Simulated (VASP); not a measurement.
# Pt (Fm-3m) in VASP: notebook

Runs on Pt. Level: PBEsol. Tasks: single point.

Everything below comes from runs of VASP 6.6.1. Logs are shortened: lines on timing, memory, paths and dates and some standing lists are left out, and cuts for length are marked.

## (1) The cell of the first run

It takes space group Fm-3m (No. 225, cubic). Conventional cell: a = 3.855 Å, b = 3.855 Å, c = 3.855 Å, α = 90.00°, β = 90.00°, γ = 90.00°. Pt (site symmetry m-3m) has 12 Pt at 2.73 Å within 3.6 Å.

## (2) Single point, PBEsol

INCAR

```
SYSTEM = Pt
ALGO = Normal ; EDIFF = 1E-6
ENCUT = 520 ; GGA = PS
ISIF = 2 ; ISMEAR = 1
LASPH = .True. ; LCHARG = .False.
LREAL = .False. ; LWAVE = .False.
NBANDS = 11 ; NELM = 80
PREC = Accurate ; SIGMA = 0.1
```

KPOINTS

```
k-points
0
Gamma
  13 13 13
  0 0 0
```

POSCAR

```
Pt
1.0
    0.0000000000      1.9276579849      1.9276579849
    1.9276579849      0.0000000000      1.9276579849
    1.9276579849      1.9276579849      0.0000000000
Pt
1
Direct
    0.0000000000      0.0000000000      0.0000000000
```

Potentials or basis: VASP PAW PBE potentials, release 64 (Pt).

Launch:

```
$ cat potpaw_PBE.64/Pt/POTCAR > POTCAR
$ mpirun -np 1 vasp_std > vasp.out
```

OUTCAR:

```text
SYSTEM = Pt
   EDIFF = 1E-6
   ENCUT = 520
   GGA = PS
   ISIF = 2
   ISMEAR = 1
   LASPH = .True.
   LREAL = .False.
   NELM = 80
   PREC = Accurate

 ion  position               nearest neighbor table
   1  0.000  0.000  0.000-

  LATTYP: Found a face centered cubic cell.
 ALAT       =     3.8553159698

  Lattice vectors:

 A1 = (   0.0000000000,   1.9276579849,   1.9276579849)
 A2 = (   1.9276579849,   0.0000000000,   1.9276579849)
 A3 = (   1.9276579849,   1.9276579849,   0.0000000000)

Analysis of symmetry for initial positions (statically):
=====================================================================
 Subroutine PRICEL returns:
 Original cell was already a primitive cell.

 Routine SETGRP: Setting up the symmetry group for a
 face centered cubic supercell.

 Subroutine GETGRP returns: Found 48 space group operations
 (whereof 48 operations were pure point group operations)
 out of a pool of 48 trial point group operations.

The static configuration has the point symmetry O_h .

Analysis of symmetry for dynamics (positions and initial velocities):
=====================================================================
 Subroutine PRICEL returns:
 Original cell was already a primitive cell.

 Routine SETGRP: Setting up the symmetry group for a
 face centered cubic supercell.

 Subroutine GETGRP returns: Found 48 space group operations
 (whereof 48 operations were pure point group operations)
 out of a pool of 48 trial point group operations.

The dynamic configuration has the point symmetry O_h .

 Subroutine INISYM returns: Found 48 space group operations
 (whereof 48 operations are pure point group operations),
 and found     1 'primitive' translations

----------------------------------------------------------------------------------------

                                     Primitive cell

  volume of cell :      14.3258

  direct lattice vectors                    reciprocal lattice vectors
     0.000000000  1.927657985  1.927657985    -0.259382112  0.259382112  0.259382112
     1.927657985  0.000000000  1.927657985     0.259382112 -0.259382112  0.259382112
     1.927657985  1.927657985  0.000000000     0.259382112  0.259382112 -0.259382112

  length of vectors
     2.726120066  2.726120066  2.726120066     0.449262997  0.449262997  0.449262997

  position of ions in fractional coordinates (direct lattice)
     0.000000000  0.000000000  0.000000000

[... 81 lines left out ...]
   ISIF   =      2    stress and relaxation
   ISYM   =      2    0-nonsym 1-usesym 2-fastsym
   POTIM  = 0.5000    time-step for ionic-motion
   TEBEG  =    0.0;   TEEND  =   0.0 temperature during run
   PSTRESS=    0.0 pullay stress
   NELECT =      10.0000    total number of electrons
   NUPDOWN=      -1.0000    fix difference up-down
   EMIN   =  10.00;   EMAX   =-10.00  energy-range for DOS
   EFERMI =   0.00;   METHOD = LEGACY
   ISMEAR =     1;   SIGMA  =   0.10  broadening in eV -4-tet -1-fermi 0-gaus
   EFERMI_NEDOS =   21; number of points for ismear=-14 and -15
   IALGO  =     38    algorithm
   IMIX   =      4    mixing-type and parameters
     AMIX     =   0.40;   BMIX     =  1.00
     AMIX_MAG =   1.60;   BMIX_MAG =  1.00
  volume/ion in A,a.u.               =      14.33        96.68
  Fermi-wavevector in a.u.,A,eV,Ry     =   1.452228  2.744313 28.694233  2.108967
  Thomas-Fermi vector in A             =   2.569634
   LORBIT       =      0    0 simple, 1 ext, 2 COOP (PROOUT), +10 PAW based schemes
   GGA     = PS    functional components
   LHFCALC =     F    Hartree Fock is set to
   AEXX    =    0.0000 exact exchange contribution
   IVDW    =     0    specifies the selected vdW correction
   LEPSILON=     F    determine dielectric tensor
   LRPA    =     F    only Hartree local field effects (RPA)
 non-spin polarized calculation
 Methfessel and Paxton  Order N= 1 SIGMA  =   0.10
  energy-cutoff  :      520.00
  volume of cell :       14.33
 maximum number of plane-waves:       393
   NGX = 11   NGY = 11   NGZ = 11

 number of electron      10.0000000 magnetization

 number of electron       9.9999999 magnetization

 Free energy of the ion-electron system (eV)
  ---------------------------------------------------
  ext. energy  EPLUGINS =         0.00000000
  ---------------------------------------------------
  free energy    TOTEN  =        -6.92349053 eV

  energy without entropy =       -6.92227647  energy(sigma->0) =       -6.92308585

 E-fermi :  12.1148     XC(G=0): -13.9352

 val. band max:       12.1146031646   @ k =  -0.4615   0.3077   0.0769
 cond. band min:      12.1260067935   @ k =   0.3846   0.3077   0.0769
 fundamental gap:      0.0114036289
 Fermi energy:        12.1147861470

 k-point     1 :       0.0000    0.0000    0.0000
  band No.  band energies     occupation
      1       1.2248      2.00000
      2       7.9727      2.00000
      3       7.9727      2.00000
      4       7.9727      2.00000
      5      10.3423      2.00000
      6      10.3423      2.00000
      7      26.5787      0.00000
      8      31.8319      0.00000
      9      31.8319      0.00000
     10      31.8319      0.00000
     11      37.3233      0.00000
[... 309 lines left out ...]
 k-point    24 :       0.4615    0.1538    0.0000
  band No.  band energies     occupation
      1       4.8796      2.00000
      2       7.3830      2.00000
      3       8.3526      2.00000
      4       8.7030      2.00000
      5      12.2269     -0.06710
      6      13.6020     -0.00000
      7      19.9925      0.00000
      8      27.6095      0.00000
      9      30.0244      0.00000
     10      31.1233      0.00000
     11      39.6401      0.00000

 [... further k-points ...]

------------------------ aborting loop because EDIFF is reached ----------------------------------------

  FORCE on cell =-STRESS in cart. coord.  units (eV):
  Direction    XX          YY          ZZ          XY          YZ          ZX
  --------------------------------------------------------------------------------------
  -------------------------------------------------------------------------------------
  Total        1.3672516      1.3672516      1.3672516      0.0000000      0.0000000     -0.0000000
  in kB      152.9111238    152.9111238    152.9111238      0.0000000      0.0000000     -0.0000000
  external PRESSURE =     152.9111238 kB  Pullay stress =       0.0000000 kB

 VOLUME and BASIS-vectors are now :
 -----------------------------------------------------------------------------
  energy-cutoff  :      520.00
  volume of cell :       14.33
      direct lattice vectors                 reciprocal lattice vectors
     0.000000000  1.927657985  1.927657985    -0.259382112  0.259382112  0.259382112
     1.927657985  0.000000000  1.927657985     0.259382112 -0.259382112  0.259382112
     1.927657985  1.927657985  0.000000000     0.259382112  0.259382112 -0.259382112

 POSITION                                       TOTAL-FORCE (eV/Angst)
 -----------------------------------------------------------------------------------
      0.00000      0.00000      0.00000        -0.000000     -0.000000     -0.000000
 -----------------------------------------------------------------------------------
    total drift:                                0.000000      0.000000      0.000000

  FREE ENERGIE OF THE ION-ELECTRON SYSTEM (eV)
  ---------------------------------------------------
  free  energy   TOTEN  =        -6.9234905323 eV

  energy  without entropy=       -6.9222764736  energy(sigma->0) =       -6.92308585
```

OSZICAR:

```text
N       E                     dE             d eps       ncg     rms          rms(c)
DAV:   1     0.396675276197E+02    0.39668E+02   -0.53817E+03  1864   0.852E+02
DAV:   2    -0.672043444888E+01   -0.46388E+02   -0.44610E+02  2145   0.179E+02
DAV:   3    -0.736771795556E+01   -0.64728E+00   -0.64485E+00  2177   0.199E+01
DAV:   4    -0.737026535887E+01   -0.25474E-02   -0.25472E-02  2148   0.149E+00
DAV:   5    -0.737028422069E+01   -0.18862E-04   -0.18861E-04  2157   0.116E-01    0.155E+01
DAV:   6    -0.698199973278E+01    0.38828E+00   -0.79876E-01  1998   0.726E+00    0.796E+00
DAV:   7    -0.692828972905E+01    0.53710E-01   -0.18463E-01  2136   0.337E+00    0.258E+00
DAV:   8    -0.692377144415E+01    0.45183E-02   -0.82697E-03  2034   0.840E-01    0.680E-01
DAV:   9    -0.692348567358E+01    0.28577E-03   -0.19340E-04  2088   0.131E-01    0.300E-02
DAV:  10    -0.692349035874E+01   -0.46852E-05   -0.38978E-06  2364   0.139E-02    0.397E-03
DAV:  11    -0.692349053230E+01   -0.17355E-06   -0.48694E-08  1170   0.201E-03
   1 F= -.69234905E+01 E0= -.69230858E+01  d E =-.121406E-02
```

stdout:

```text
POSCAR found type information on POSCAR Pt
 POSCAR found :  1 types and       1 ions
 scaLAPACK will be used
 -----------------------------------------------------------------------------
|                                                                             |
|                                                                             |
|     You enforced a specific xc type in the INCAR file but a different       |
|     I HOPE YOU KNOW WHAT YOU ARE DOING!                                     |
|                                                                             |
 -----------------------------------------------------------------------------

 LDA part: xc-table for (Slater+PW92), standard interpolation
 POSCAR, INCAR and KPOINTS ok, starting setup
 FFT: planning ... GRIDC
 FFT: planning ... GRID_SOFT
 FFT: planning ... GRID
 WAVECAR not read
 entering main loop
```

Run time: 17 s. Hardware: 1 thread of Intel Xeon 8259CL, shared host; peak memory 0.14 GiB.

What came out:

```
Free energy            : -6.9235 eV
Pressure               : 15.3 GPa
Band gap on the k mesh : zero (band 5 reaches 12.58 eV, above the bottom of band 6 at 10.21 eV)
```

Caveat: the PAW data sets were made with another functional, which shifts forces and pressure a little; spin-orbit coupling is left out, which moves the levels of the heavy elements.

## (3) Single point, PBEsol

This run uses another cell than the first one, of 14.78 Å³/atom, 1.032 times its volume.

INCAR

```
SYSTEM = Pt
ALGO = Normal ; EDIFF = 1E-6
ENCUT = 520 ; GGA = PS
ISIF = 2 ; ISMEAR = 1
LASPH = .TRUE. ; LCHARG = .TRUE.
LELF = .TRUE. ; LREAL = .FALSE.
LVHAR = .TRUE. ; LWAVE = .FALSE.
NBANDS = 11 ; NELM = 80
PREC = Accurate ; SIGMA = 0.1
```

KPOINTS

```
k-points
0
G
  13 13 13
  0 0 0
```

POSCAR

```
Pt
1.0
    0.0000000000      1.9477392008      1.9477392008
    1.9477392008      0.0000000000      1.9477392008
    1.9477392008      1.9477392008      0.0000000000
Pt
1
Direct
    0.0000000000      0.0000000000      0.0000000000
```

Potentials or basis: VASP PAW PBE potentials, release 64 (Pt).

Launch:

```
$ cat potpaw_PBE.64/Pt/POTCAR > POTCAR
$ mpirun -np 1 vasp_std > vasp.out
```

Wall time 18 s (1 thread of Intel Xeon 8259CL, shared host); peak memory 0.13 GiB.

It converged, with:

| Quantity | Value |
| --- | --- |
| Free energy | -6.9515 eV |
| Pressure | 4.6 GPa |
| Band gap on the k mesh | zero (band 5 reaches 11.93 eV, above the bottom of band 6 at 9.68 eV) |

Levels at points of the mesh, in eV from the Fermi level:
| k point | band 3 | band 4 | band 5 | band 6 | band 7 | band 8 |
| --- | --- | --- | --- | --- | --- | --- |
| (0.00, 0.00, 0.00) | -3.94 | -3.94 | -1.68 | -1.68 | 14.57 | 19.64 |

Caveat: the PAW data sets were made with another functional, which shifts forces and pressure a little; spin-orbit coupling is left out, which moves the levels of the heavy elements.

## (4) Single point, PBEsol

This run uses another cell than the first one, of 15.23 Å³/atom, 1.063 times its volume.

INCAR

```
ALGO     = Normal         # electronic algorithm
EDIFF    = 1E-6           # SCF threshold, eV
ENCUT    = 520            # plane-wave cutoff, eV
GGA      = PS             # functional
ISIF     = 2              # what is computed and relaxed
ISMEAR   = 1              # smearing method
LASPH    = T              # aspherical terms in the spheres
LCHARG   = T              # write CHGCAR
LELF     = T              # ELF
LREAL    = F              # projectors in reciprocal space
LVHAR    = T            
LWAVE    = F              # write WAVECAR
NBANDS   = 11             # bands
NELM     = 60             # most SCF steps
PREC     = Accurate       # precision mode
SIGMA    = 0.1            # smearing width, eV
```

KPOINTS

```
k-points
0
Gamma
  13 13 13
```

POSCAR

```
Pt
1.0
    0.0000000000      1.9674146658      1.9674146658
    1.9674146658      0.0000000000      1.9674146658
    1.9674146658      1.9674146658      0.0000000000
Pt
1
Direct
    0.0000000000      0.0000000000      0.0000000000
```

Potentials or basis: VASP PAW PBE potentials, release 64 (Pt).

Launch:

```
$ cat potpaw_PBE.64/Pt/POTCAR > POTCAR
$ mpirun -np 1 vasp_std > vasp.out
```

OUTCAR:

```text
EDIFF = 1E-6
   ENCUT = 520
   GGA = PS
   ISIF = 2
   ISMEAR = 1
   LASPH = T
   LREAL = F
   NELM = 60
   PREC = Accurate

 ion  position               nearest neighbor table
   1  0.000  0.000  0.000-

  LATTYP: Found a face centered cubic cell.
 ALAT       =     3.9348293316

  Lattice vectors:

 A1 = (   0.0000000000,   1.9674146658,   1.9674146658)
 A2 = (   1.9674146658,   0.0000000000,   1.9674146658)
 A3 = (   1.9674146658,   1.9674146658,   0.0000000000)

Analysis of symmetry for initial positions (statically):
=====================================================================
 Subroutine PRICEL returns:
 Original cell was already a primitive cell.

 Routine SETGRP: Setting up the symmetry group for a
 face centered cubic supercell.

 Subroutine GETGRP returns: Found 48 space group operations
 (whereof 48 operations were pure point group operations)
 out of a pool of 48 trial point group operations.

The static configuration has the point symmetry O_h .

Analysis of symmetry for dynamics (positions and initial velocities):
=====================================================================
 Subroutine PRICEL returns:
[... 168 lines left out ...]
      4       7.1535      2.00000
      5       9.2964      2.00000
      6       9.2964      2.00000
      7      25.5591      0.00000
      8      30.4609      0.00000
      9      30.4609      0.00000
     10      30.4609      0.00000
     11      35.7264      0.00000
[... 309 lines left out ...]
 k-point    24 :       0.4615    0.1538    0.0000
  band No.  band energies     occupation
      1       4.2800      2.00000
      2       6.6378      2.00000
      3       7.5034      2.00000
      4       7.8263      2.00000
      5      10.9930     -0.03932
      6      12.3335     -0.00000
      7      18.3676      0.00000
      8      26.3082      0.00000
      9      28.3020      0.00000
     10      29.2862      0.00000
     11      37.8026      0.00000

 [... further k-points ...]

------------------------ aborting loop because EDIFF is reached ----------------------------------------

  FORCE on cell =-STRESS in cart. coord.  units (eV):
  Direction    XX          YY          ZZ          XY          YZ          ZX
  --------------------------------------------------------------------------------------
  -------------------------------------------------------------------------------------
  Total       -0.3954341     -0.3954341     -0.3954341      0.0000000      0.0000000     -0.0000000
  in kB      -41.5974748    -41.5974748    -41.5974748      0.0000000      0.0000000     -0.0000000
  external PRESSURE =     -41.5974748 kB  Pullay stress =       0.0000000 kB

 VOLUME and BASIS-vectors are now :
 -----------------------------------------------------------------------------
  energy-cutoff  :      520.00
  volume of cell :       15.23
      direct lattice vectors                 reciprocal lattice vectors
     0.000000000  1.967414666  1.967414666    -0.254140629  0.254140629  0.254140629
     1.967414666  0.000000000  1.967414666     0.254140629 -0.254140629  0.254140629
     1.967414666  1.967414666  0.000000000     0.254140629  0.254140629 -0.254140629

 POSITION                                       TOTAL-FORCE (eV/Angst)
 -----------------------------------------------------------------------------------
      0.00000      0.00000      0.00000        -0.000000     -0.000000     -0.000000
 -----------------------------------------------------------------------------------
    total drift:                               -0.000000      0.000000     -0.000000

  FREE ENERGIE OF THE ION-ELECTRON SYSTEM (eV)
  ---------------------------------------------------
  free  energy   TOTEN  =        -6.9521726905 eV

  energy  without entropy=       -6.9510397043  energy(sigma->0) =       -6.95179503
```

OSZICAR:

```text
N       E                     dE             d eps       ncg     rms          rms(c)
DAV:   1     0.393123991710E+02    0.39312E+02   -0.54744E+03  1904   0.850E+02
DAV:   2    -0.674714847371E+01   -0.46060E+02   -0.44076E+02  2105   0.175E+02
DAV:   3    -0.741209833326E+01   -0.66495E+00   -0.65828E+00  2152   0.199E+01
DAV:   4    -0.741458038983E+01   -0.24821E-02   -0.24819E-02  2118   0.145E+00
DAV:   5    -0.741459986363E+01   -0.19474E-04   -0.19472E-04  2169   0.119E-01    0.129E+01
DAV:   6    -0.700141590086E+01    0.41318E+00   -0.95778E-01  2010   0.774E+00    0.656E+00
DAV:   7    -0.695644230930E+01    0.44974E-01   -0.16172E-01  2127   0.307E+00    0.252E+00
DAV:   8    -0.695248034621E+01    0.39620E-02   -0.62754E-03  2016   0.722E-01    0.685E-01
DAV:   9    -0.695216876911E+01    0.31158E-03   -0.21589E-04  2052   0.135E-01    0.355E-02
DAV:  10    -0.695217252058E+01   -0.37515E-05   -0.40394E-06  2321   0.143E-02    0.611E-03
DAV:  11    -0.695217269049E+01   -0.16991E-06   -0.51028E-08  1149   0.210E-03
   1 F= -.69521727E+01 E0= -.69517950E+01  d E =-.113299E-02
```

Run time: 19 s. Hardware: 1 thread of Intel Xeon 8259CL, shared host; peak memory 0.15 GiB.

Results:

```yaml
Free_energy: -6.9522 eV
Pressure: -4.2 GPa
Band_gap_on_the_k_mesh: zero (band 5 reaches 11.31 eV, above the bottom of band 6 at 9.19 eV)
```

Levels at points of the mesh, in eV from the Fermi level:
```csv
k point,band 1,band 2,band 3,band 4,band 5,band 6,band 7,band 8,band 9,band 10
"(0.00, 0.00, 0.00)",-10.18,-3.74,-3.74,-3.74,-1.60,-1.60,14.66,19.56,19.56,19.56
```

Caveat: the PAW data sets were made with another functional, which shifts forces and pressure a little; spin-orbit coupling is left out, which moves the levels of the heavy elements.

## (5) Single point, PBEsol

This run uses another cell than the first one, of 15.68 Å³/atom, 1.095 times its volume.

INCAR

```
SYSTEM = Pt
ALGO = Normal ; EDIFF = 1E-6
ENCUT = 520 ; GGA = PS
ISIF = 2 ; ISMEAR = 1
LASPH = .TRUE. ; LCHARG = .FALSE.
LREAL = .FALSE. ; LWAVE = .FALSE.
NBANDS = 11 ; NELM = 60
PREC = Accurate ; SIGMA = 0.1
```

KPOINTS

```
k-points
0
G
  13 13 13
  0 0 0
```

POSCAR

```
Pt
1.0
    0.0000000000      1.9867042750      1.9867042750
    1.9867042750      0.0000000000      1.9867042750
    1.9867042750      1.9867042750      0.0000000000
Pt
1
Direct
    0.0000000000      0.0000000000      0.0000000000
```

Launch:

```
$ cat potpaw_PBE.64/Pt/POTCAR > POTCAR
$ mpirun -np 1 vasp_std > vasp.out
```

It took 24 s on 1 thread of Intel Xeon 8259CL, shared host; peak memory 0.15 GiB.

Results (log left out):

```yaml
Free_energy: -6.9302 eV
Pressure: -11.4 GPa
Band_gap_on_the_k_mesh: zero (band 5 reaches 10.74 eV, above the bottom of band 6 at 8.72 eV)
```

Levels at points of the mesh, in eV from the Fermi level:
```tsv
k point	band 3	band 4	band 5	band 6	band 7	band 8
(0.00, 0.00, 0.00)	-3.57	-3.57	-1.53	-1.53	14.74	19.47
```

Caveat: the PAW data sets were made with another functional, which shifts forces and pressure a little; spin-orbit coupling is left out, which moves the levels of the heavy elements.

(Continued in part 2 of 2.)
